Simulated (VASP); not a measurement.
# W (I4/mmm) in VASP: a series of runs

Runs on W. Level: PBE. Tasks: single point.

All numbers are computed with VASP 6.6.1; they aren't measurements. Logs are shortened: lines on timing, memory, paths and dates and some standing lists are left out, and cuts for length are marked.

### 1 The cell of the first run

The structure is tetragonal, space group I4/mmm (No. 139). The conventional cell has a = 2.939 Å, b = 2.939 Å, c = 3.195 Å, α = 90.00°, β = 90.00°, γ = 90.00°. W (site symmetry 4/mmm) has 14 W at 2.62 to 3.19 Å within 3.5 Å.

### 2 Single point, PBE (strain -0.080 along x and y, +0.000 along z)

INCAR

```
SYSTEM = W
PREC     = Accurate       ! precision mode
ENCUT    = 520            ! plane-wave cutoff, eV
EDIFF    = 1E-6           ! SCF threshold, eV
ISMEAR   = 0              ! smearing method
SIGMA    = 0.15           ! smearing width, eV
LREAL    = .False.        ! projectors in reciprocal space
LASPH    = .True.         ! aspherical terms in the spheres
NELM     = 100            ! most SCF steps
ALGO     = Normal         ! electronic algorithm
ISIF     = 2              ! what is computed and relaxed
LWAVE    = .False.        ! write WAVECAR
LCHARG   = .False.        ! write CHGCAR
GGA      = PE             ! functional
NBANDS   = 13             ! bands
```

KPOINTS

```
regular mesh
0
Gamma
  20 20 20
  0 0 0
```

POSCAR

```
W
1.0
   -1.4695160000      1.4695160000      1.5973000000
    1.4695160000     -1.4695160000      1.5973000000
    1.4695160000      1.4695160000     -1.5973000000
W
1
Direct
    0.0000000000      0.0000000000      0.0000000000
```

Potentials or basis: VASP PAW PBE potentials, release 64 (W_sv).

Started as:

```sh
$ cat potpaw_PBE.64/W_sv/POTCAR > POTCAR
$ mpirun -np 1 vasp_std > vasp.out
```

OUTCAR:

```text
SYSTEM = W
   PREC = Accurate
   ENCUT = 520
   EDIFF = 1E-6
   ISMEAR = 0
   LREAL = .False.
   LASPH = .True.
   NELM = 100
   ISIF = 2
   GGA = PE

 ion  position               nearest neighbor table
   1  0.000  0.000  0.000-

  LATTYP: Found a body centered tetragonal cell.
 ALAT       =     2.9390320000
 C/A-ratio  =     1.0869565217

  Lattice vectors:

 A1 = (  -1.4695160000,   1.4695160000,   1.5973000000)
 A2 = (   1.4695160000,  -1.4695160000,   1.5973000000)
 A3 = (   1.4695160000,   1.4695160000,  -1.5973000000)

Analysis of symmetry for initial positions (statically):
=====================================================================
 Subroutine PRICEL returns:
 Original cell was already a primitive cell.

 Routine SETGRP: Setting up the symmetry group for a
 body centered tetragonal supercell.

 Subroutine GETGRP returns: Found 16 space group operations
 (whereof 16 operations were pure point group operations)
 out of a pool of 16 trial point group operations.

The static configuration has the point symmetry D_4h.

Analysis of symmetry for dynamics (positions and initial velocities):
=====================================================================
 Subroutine PRICEL returns:
 Original cell was already a primitive cell.

 Routine SETGRP: Setting up the symmetry group for a
 body centered tetragonal supercell.

 Subroutine GETGRP returns: Found 16 space group operations
 (whereof 16 operations were pure point group operations)
 out of a pool of 16 trial point group operations.

The dynamic configuration has the point symmetry D_4h.

 Subroutine INISYM returns: Found 16 space group operations
 (whereof 16 operations are pure point group operations),
 and found     1 'primitive' translations

----------------------------------------------------------------------------------------

                                     Primitive cell

  volume of cell :      13.7973

  direct lattice vectors                    reciprocal lattice vectors
    -1.469516000  1.469516000  1.597300000     0.000000000  0.340248082  0.313028235
     1.469516000 -1.469516000  1.597300000     0.340248082  0.000000000  0.313028235
     1.469516000  1.469516000 -1.597300000     0.340248082  0.340248082  0.000000000

  length of vectors
     2.621129878  2.621129878  2.621129878     0.462336926  0.462336926  0.481183452

[... 77 lines left out ...]
   NELM   =    100;   NELMIN=  2; NELMDL= -5     # of ELM steps
   EDIFF  = 0.1E-05   stopping-criterion for ELM
   LREAL  =      F    real-space projection
   EDIFFG = 0.1E-04   stopping-criterion for IOM
   NSW    =      0    number of steps for IOM
   IBRION =     -1    ionic relax: 0-MD 1-quasi-New 2-CG
   NFREE  =      0    steps in history (QN), initial steepest desc. (CG)
   ISIF   =      2    stress and relaxation
   ISYM   =      2    0-nonsym 1-usesym 2-fastsym
   POTIM  = 0.5000    time-step for ionic-motion
   TEBEG  =    0.0;   TEEND  =   0.0 temperature during run
   PSTRESS=    0.0 pullay stress
   NELECT =      14.0000    total number of electrons
   NUPDOWN=      -1.0000    fix difference up-down
   EMIN   =  10.00;   EMAX   =-10.00  energy-range for DOS
   EFERMI =   0.00;   METHOD = LEGACY
   ISMEAR =     0;   SIGMA  =   0.15  broadening in eV -4-tet -1-fermi 0-gaus
   EFERMI_NEDOS =   21; number of points for ismear=-14 and -15
   IALGO  =     38    algorithm
   IMIX   =      4    mixing-type and parameters
     AMIX     =   0.40;   BMIX     =  1.00
     AMIX_MAG =   1.60;   BMIX_MAG =  1.00
  volume/ion in A,a.u.               =      13.80        93.11
  Fermi-wavevector in a.u.,A,eV,Ry     =   1.645075  3.108742 36.821080  2.706273
  Thomas-Fermi vector in A             =   2.734934
   LORBIT       =      0    0 simple, 1 ext, 2 COOP (PROOUT), +10 PAW based schemes
   GGA     = PE    functional components
   LHFCALC =     F    Hartree Fock is set to
   AEXX    =    0.0000 exact exchange contribution
   IVDW    =     0    specifies the selected vdW correction
   LEPSILON=     F    determine dielectric tensor
   LRPA    =     F    only Hartree local field effects (RPA)
 non-spin polarized calculation
 Gauss-broadening in eV      SIGMA  =   0.15
  energy-cutoff  :      520.00
  volume of cell :       13.80
 maximum number of plane-waves:       394
   NGX =  9   NGY =  9   NGZ =  9

 number of electron      13.9999997 magnetization

 Free energy of the ion-electron system (eV)
  ---------------------------------------------------
  ext. energy  EPLUGINS =         0.00000000
  ---------------------------------------------------
  free energy    TOTEN  =       -12.44127746 eV

  energy without entropy =      -12.43607804  energy(sigma->0) =      -12.43867775

 E-fermi :  13.6124     XC(G=0): -14.4441

 val. band max:       13.6017506583   @ k =   0.4500   0.1000  -0.0000
 cond. band min:      13.6230046436   @ k =  -0.1000  -0.1000   0.0500
 fundamental gap:      0.0212539853
 Fermi energy:        13.6124269681

 k-point     1 :       0.0000    0.0000    0.0000
  band No.  band energies     occupation
      1     -60.4694      2.00000
      2     -23.7731      2.00000
      3     -23.7574      2.00000
      4     -23.7574      2.00000
      5       3.1920      2.00000
      6      11.7467      2.00000
      7      11.7467      2.00000
      8      12.9862      2.00000
      9      15.2059      0.00000
     10      16.9131      0.00000
     11      27.3343      0.00000
     12      29.0508      0.00000
     13      29.0508      0.00000
[... 354 lines left out ...]
  band No.  band energies     occupation
      1     -60.2914      2.00000
      2     -25.2852      2.00000
      3     -24.1920      2.00000
      4     -23.7985      2.00000
      5       6.5187      2.00000
      6      10.3233      2.00000
      7      11.7894      2.00000
      8      15.0221      0.00000
      9      17.0360      0.00000
     10      17.5951      0.00000
     11      27.4755      0.00000
     12      29.8387      0.00000
     13      36.5294      0.00000

 [... further k-points ...]
[... 5 lines left out ...]
  --------------------------------------------------------------------------------------
  -------------------------------------------------------------------------------------
  Total        6.8538196      6.8538196      3.9439238      0.0000000     -0.0000000     -0.0000000
  in kB      795.8809940    795.8809940    457.9773279      0.0000000     -0.0000000     -0.0000000
  external PRESSURE =     683.2464387 kB  Pullay stress =       0.0000000 kB

 VOLUME and BASIS-vectors are now :
 -----------------------------------------------------------------------------
  energy-cutoff  :      520.00
  volume of cell :       13.80
      direct lattice vectors                 reciprocal lattice vectors
    -1.469516000  1.469516000  1.597300000     0.000000000  0.340248082  0.313028235
     1.469516000 -1.469516000  1.597300000     0.340248082  0.000000000  0.313028235
     1.469516000  1.469516000 -1.597300000     0.340248082  0.340248082  0.000000000

 POSITION                                       TOTAL-FORCE (eV/Angst)
 -----------------------------------------------------------------------------------
      0.00000      0.00000      0.00000         0.000000      0.000000     -0.000000
 -----------------------------------------------------------------------------------
    total drift:                                0.000000     -0.000000      0.000000

  FREE ENERGIE OF THE ION-ELECTRON SYSTEM (eV)
  ---------------------------------------------------
  free  energy   TOTEN  =       -12.4412774606 eV

  energy  without entropy=      -12.4360780379  energy(sigma->0) =      -12.43867775
```

OSZICAR:

```text
N       E                     dE             d eps       ncg     rms          rms(c)
DAV:   1     0.845276293706E+02    0.84528E+02   -0.74621E+03 16812   0.125E+03
DAV:   2    -0.114117857417E+02   -0.95939E+02   -0.92166E+02 18516   0.322E+02
DAV:   3    -0.129461448775E+02   -0.15344E+01   -0.15303E+01 18561   0.393E+01
DAV:   4    -0.129512597686E+02   -0.51149E-02   -0.51148E-02 18576   0.250E+00
DAV:   5    -0.129512940998E+02   -0.34331E-04   -0.34333E-04 18706   0.192E-01    0.270E+01
DAV:   6    -0.125670678235E+02    0.38423E+00   -0.26726E-01 17801   0.727E+00    0.123E+01
DAV:   7    -0.124451116089E+02    0.12196E+00   -0.17851E-01 18841   0.568E+00    0.436E-01
DAV:   8    -0.124412742733E+02    0.38373E-02   -0.45755E-03 17061   0.926E-01    0.440E-02
DAV:   9    -0.124412839457E+02   -0.96724E-05   -0.50444E-05 19700   0.896E-02    0.491E-02
DAV:  10    -0.124412774458E+02    0.64999E-05   -0.15117E-05 18436   0.563E-02    0.457E-03
DAV:  11    -0.124412774606E+02   -0.14781E-07   -0.23355E-07 11418   0.581E-03
   1 F= -.12441277E+02 E0= -.12438678E+02  d E =-.519942E-02
```

stdout:

```text
POSCAR found type information on POSCAR W
 POSCAR found :  1 types and       1 ions
 scaLAPACK will be used
 LDA part: xc-table for (Slater+PW92), standard interpolation
 POSCAR, INCAR and KPOINTS ok, starting setup
 FFT: planning ... GRIDC
 FFT: planning ... GRID_SOFT
 FFT: planning ... GRID
 WAVECAR not read
 entering main loop
```

Run time: 34 s. Hardware: 1 thread of Intel Xeon 6975P-C (Granite Rapids), shared host; peak memory 0.21 GiB.

Results:

```yaml
Free_energy: -12.4413 eV
Pressure: 68.3 GPa
Band_gap_on_the_k_mesh: zero (bands 7 and 8 overlap by 7.17 eV)
```

Caveat: the cell differs from its parent crystal (strain -0.080 along x and y, +0.000 along z); the stress differs along the axes, from 46 to 80 GPa; spin-orbit coupling is left out, which moves the levels of the heavy elements.

### 3 Single point, PBE (strain -0.080 along x and y, +0.040 along z)

INCAR

```
PREC = Accurate
ENCUT = 520
EDIFF = 1E-7
ISMEAR = 0
SIGMA = 0.15
LREAL = False
LASPH = True
NELM = 80
ALGO = Normal
ISIF = 2
LWAVE = False
LCHARG = False
GGA = PE
NBANDS = 13
```

KPOINTS

```
regular mesh
0
Gamma
  20 20 20
```

POSCAR

```
W
1.0
   -1.4695160000      1.4695160000      1.6611920000
    1.4695160000     -1.4695160000      1.6611920000
    1.4695160000      1.4695160000     -1.6611920000
W
1
Direct
    0.0000000000      0.0000000000      0.0000000000
```

Potentials or basis: VASP PAW PBE potentials, release 64 (W_sv).

Started as:

```sh
$ cat potpaw_PBE.64/W_sv/POTCAR > POTCAR
$ mpirun -np 1 vasp_std > vasp.out
```

Wall time 42 s (1 thread of Intel Xeon 6975P-C (Granite Rapids), shared host); peak memory 0.22 GiB.

It converged, with:

| Property | Result |
| --- | --- |
| Free energy | -12.5579 eV |
| Pressure | 49.0 GPa |
| Band gap on the k mesh | zero (bands 7 and 8 overlap by 6.78 eV) |

Stress tensor (GPa, compression positive):
```
61.89  0.00  0.00
 0.00 61.89  0.00
 0.00  0.00 23.14
```

Levels at points of the mesh, in eV from the Fermi level:
| k point | band 5 | band 6 | band 7 | band 8 | band 9 | band 10 |
| --- | --- | --- | --- | --- | --- | --- |
| (0.00, 0.00, 0.00) | -10.18 | -1.80 | -1.80 | -0.12 | 1.15 | 3.40 |
| (0.50, 0.00, 0.00) | -6.94 | -3.37 | 0.80 | 0.93 | 4.01 | 6.72 |
| (0.50, 0.50, 0.00) | -7.01 | -5.14 | 1.86 | 4.03 | 4.47 | 7.29 |
| (0.50, 0.50, 0.50) | -6.89 | -6.47 | 5.58 | 6.16 | 6.16 | 6.95 |

Caveat: the cell differs from its parent crystal (strain -0.080 along x and y, +0.040 along z); the stress differs along the axes, from 23 to 62 GPa; spin-orbit coupling is left out, which moves the levels of the heavy elements.

### 4 Single point, PBE (strain -0.080 along x and y, +0.080 along z)

INCAR

```
SYSTEM = W
ALGO = Normal ; EDIFF = 1E-6
ENCUT = 520 ; GGA = PE
ISIF = 2 ; ISMEAR = 0
LASPH = .True. ; LCHARG = .True.
LELF = .True. ; LREAL = .False.
LVHAR = .True. ; LWAVE = .False.
NBANDS = 13 ; NELM = 60
PREC = Accurate ; SIGMA = 0.15
```

KPOINTS

```
k-points
0
Gamma
  20 20 20
  0 0 0
```

POSCAR

```
W
1.0
   -1.4695160000      1.4695160000      1.7250840000
    1.4695160000     -1.4695160000      1.7250840000
    1.4695160000      1.4695160000     -1.7250840000
W
1
Direct
    0.0000000000      0.0000000000      0.0000000000
```

Potentials or basis: VASP PAW PBE potentials, release 64 (W_sv).

Started as:

```sh
$ cat potpaw_PBE.64/W_sv/POTCAR > POTCAR
$ mpirun -np 1 vasp_std > vasp.out
```

OUTCAR:

```text
SYSTEM = W
   EDIFF = 1E-6
   ENCUT = 520
   GGA = PE
   ISIF = 2
   ISMEAR = 0
   LASPH = .True.
   LREAL = .False.
   NELM = 60
   PREC = Accurate

 ion  position               nearest neighbor table
   1  0.000  0.000  0.000-

  LATTYP: Found a body centered tetragonal cell.
 ALAT       =     2.9390320000
 C/A-ratio  =     1.1739130435

  Lattice vectors:

 A1 = (  -1.4695160000,   1.4695160000,   1.7250840000)
 A2 = (   1.4695160000,  -1.4695160000,   1.7250840000)
[... 555 lines left out ...]
      5       5.6418      2.00000
      6       9.8948      2.00000
      7      10.5689      2.00000
      8      13.0328      0.00000
      9      15.6448      0.00000
     10      16.0639      0.00000
     11      25.1850      0.00000
     12      27.8972      0.00000
     13      34.8090      0.00000

 [... further k-points ...]
[... 5 lines left out ...]
  --------------------------------------------------------------------------------------
  -------------------------------------------------------------------------------------
  Total        4.2204413      4.2204413      0.7228045      0.0000000      0.0000000     -0.0000000
  in kB      453.7844047    453.7844047     77.7163744      0.0000000      0.0000000     -0.0000000
  external PRESSURE =     328.4283946 kB  Pullay stress =       0.0000000 kB

 VOLUME and BASIS-vectors are now :
 -----------------------------------------------------------------------------
  energy-cutoff  :      520.00
  volume of cell :       14.90
      direct lattice vectors                 reciprocal lattice vectors
    -1.469516000  1.469516000  1.725084000     0.000000000  0.340248082  0.289840958
     1.469516000 -1.469516000  1.725084000     0.340248082  0.000000000  0.289840958
     1.469516000  1.469516000 -1.725084000     0.340248082  0.340248082  0.000000000

 POSITION                                       TOTAL-FORCE (eV/Angst)
 -----------------------------------------------------------------------------------
      0.00000      0.00000      0.00000         0.000000      0.000000      0.000000
 -----------------------------------------------------------------------------------
    total drift:                                0.000000     -0.000000      0.000000

  FREE ENERGIE OF THE ION-ELECTRON SYSTEM (eV)
  ---------------------------------------------------
  free  energy   TOTEN  =       -12.6099727071 eV

  energy  without entropy=      -12.6029220158  energy(sigma->0) =      -12.60644736
```

OSZICAR:

```text
N       E                     dE             d eps       ncg     rms          rms(c)
DAV:   1     0.849776295829E+02    0.84978E+02   -0.74949E+03 16762   0.124E+03
DAV:   2    -0.115644118337E+02   -0.96542E+02   -0.92780E+02 18646   0.319E+02
DAV:   3    -0.131645048039E+02   -0.16001E+01   -0.15948E+01 18446   0.396E+01
DAV:   4    -0.131705757970E+02   -0.60710E-02   -0.60708E-02 18741   0.268E+00
DAV:   5    -0.131706213917E+02   -0.45595E-04   -0.45596E-04 18561   0.220E-01    0.232E+01
DAV:   6    -0.127380336776E+02    0.43259E+00   -0.33736E-01 17851   0.793E+00    0.992E+00
DAV:   7    -0.126139881091E+02    0.12405E+00   -0.20022E-01 18791   0.579E+00    0.496E-01
DAV:   8    -0.126099910385E+02    0.39971E-02   -0.44282E-03 17006   0.882E-01    0.631E-02
DAV:   9    -0.126099779267E+02    0.13112E-04   -0.73827E-05 19847   0.105E-01    0.444E-02
DAV:  10    -0.126099723478E+02    0.55789E-05   -0.15388E-05 18361   0.548E-02    0.129E-03
DAV:  11    -0.126099727071E+02   -0.35932E-06   -0.24166E-07 11288   0.634E-03
   1 F= -.12609973E+02 E0= -.12606447E+02  d E =-.705069E-02
```

stdout:

```text
POSCAR found type information on POSCAR W
 POSCAR found :  1 types and       1 ions
 scaLAPACK will be used
 LDA part: xc-table for (Slater+PW92), standard interpolation
 POSCAR, INCAR and KPOINTS ok, starting setup
 FFT: planning ... GRIDC
 FFT: planning ... GRID_SOFT
 FFT: planning ... GRID
 WAVECAR not read
 entering main loop
```

It took 37 s on 1 thread of Intel Xeon 6975P-C (Granite Rapids), shared host; peak memory 0.22 GiB.

Results:

| Property | Result |
| --- | --- |
| Free energy | -12.6100 eV |
| Pressure | 32.8 GPa |
| Band gap on the k mesh | zero (bands 7 and 8 overlap by 6.32 eV) |

Stress tensor (GPa, compression positive):
```
45.38  0.00  0.00
 0.00 45.38  0.00
 0.00  0.00  7.77
```

Levels at points of the mesh, in eV from the Fermi level:
| k point | band 5 | band 6 | band 7 | band 8 | band 9 | band 10 |
| --- | --- | --- | --- | --- | --- | --- |
| (0.00, 0.00, 0.00) | -9.96 | -1.69 | -1.69 | 0.33 | 0.76 | 3.38 |
| (0.50, 0.00, 0.00) | -6.65 | -2.91 | 0.46 | 0.61 | 4.08 | 6.23 |
| (0.50, 0.50, 0.00) | -6.69 | -5.08 | 1.91 | 4.26 | 4.56 | 6.93 |
| (0.50, 0.50, 0.50) | -6.56 | -6.04 | 5.26 | 5.95 | 5.95 | 6.02 |

Caveat: the cell differs from its parent crystal (strain -0.080 along x and y, +0.080 along z); the stress differs along the axes, from 8 to 45 GPa; spin-orbit coupling is left out, which moves the levels of the heavy elements.

### 5 Overview

```csv
cell,gap on the mesh (eV),pressure (GPa)
"a = 2.621 Å, angles 111.8, 111.8, 104.9°, 1 atom",none,68.3
"a = 2.661 Å, angles 112.9, 112.9, 102.7°, 1 atom",none,49.0
"a = 2.701 Å, angles 114.1, 114.1, 100.6°, 1 atom",none,32.8
```

Alike in all rows: task single point; level PBE; potentials or basis VASP PAW PBE potentials, release 64 (W_sv); no spin polarisation; k mesh 20 × 20 × 20; cutoff (eV) 520; smearing gaussian 0.15 eV.

Caveats: spin-orbit coupling is left out, which moves the levels of the heavy elements; the stress differs along the axes, from 46 to 80 GPa (at least some runs); the stress differs along the axes, from 23 to 62 GPa (at least some runs); the stress differs along the axes, from 8 to 45 GPa (at least some runs).

Absolute energies hang on the potentials; compare differences alone.

The gap in the log of VASP goes by the Fermi energy; the results here count the filled bands.